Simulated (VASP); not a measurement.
Wanted: the native input for a VASP 6.6.1 run.

| Property | Result |
| --- | --- |
| Task | relaxation of cell and atoms |
| Functional | PBE |
| Potentials or basis | VASP PAW PBE potentials, release 64 (Y_sv, W_sv) |
| Cutoff | 600 eV |
| k mesh | 4 × 4 × 6 |
| Occupations | gaussian, width 0.1 eV |
| Spin | no spin polarisation |
| Dipole correction | no |
| Further INCAR settings | ALGO = Normal; EDIFF = 1e-07; IBRION = 2; EDIFFG = -0.04; NSW = 90; ISIF = 3 |

The structure of YW3 lies in POSCAR:

```
YW3
1.0
    4.7809542697      0.0000000000      0.0000000000
    0.0000000000      4.7809542697      0.0000000000
    0.0000000000      0.0000000000      3.1609772077
Y W
1 3
Direct
    0.0000000000      0.0000000000      0.0000000000
    0.0000000000      0.5000000000      0.5000000000
    0.5000000000      0.0000000000      0.5000000000
    0.5000000000      0.5000000000      0.0000000000
```

The input as run:

INCAR

```
  ALGO = Normal
  EDIFF = 1E-7
  EDIFFG = -0.04
  ENCUT = 600
  GGA = PE
  IBRION = 2
  ISIF = 3
  ISMEAR = 0
  LASPH = T
  LCHARG = F
  LREAL = F
  LWAVE = F
  NELM = 100
  NSW = 90
  PREC = Accurate
  SIGMA = 0.1
```

KPOINTS

```
k-points
0
Gamma
  4 4 6
```

Potentials or basis: VASP PAW PBE potentials, release 64 (Y_sv, W_sv).

The run is started by

```sh
$ cat potpaw_PBE.64/Y_sv/POTCAR potpaw_PBE.64/W_sv/POTCAR > POTCAR
$ mpirun -np 1 vasp_std > vasp.out
```

It gave:

```yaml
Relaxed_volume: 18.09 Å³/atom
Relaxed_cell: a = 4.760 Å, b = 4.760 Å, c = 3.194 Å, α = 90.00°, β = 90.00°, γ = 90.00°
Space_group_after_relaxing_to_0.1_Å: P4/mmm (No. 123)
Energy_gained_by_relaxing: 1.3 meV/atom
Ionic_steps: 5
Pressure_after_relaxing: 0.0 GPa
Band_gap_on_the_k_mesh: zero (an odd number of electrons rules out a gap without spin polarisation)
```

Caveat: spin-orbit coupling is left out, which moves the levels of the heavy elements.

Run time: 4.1 min on 1 thread of Oxide Virtual Turin-like Processor (shared host), peak memory 0.22 GiB.
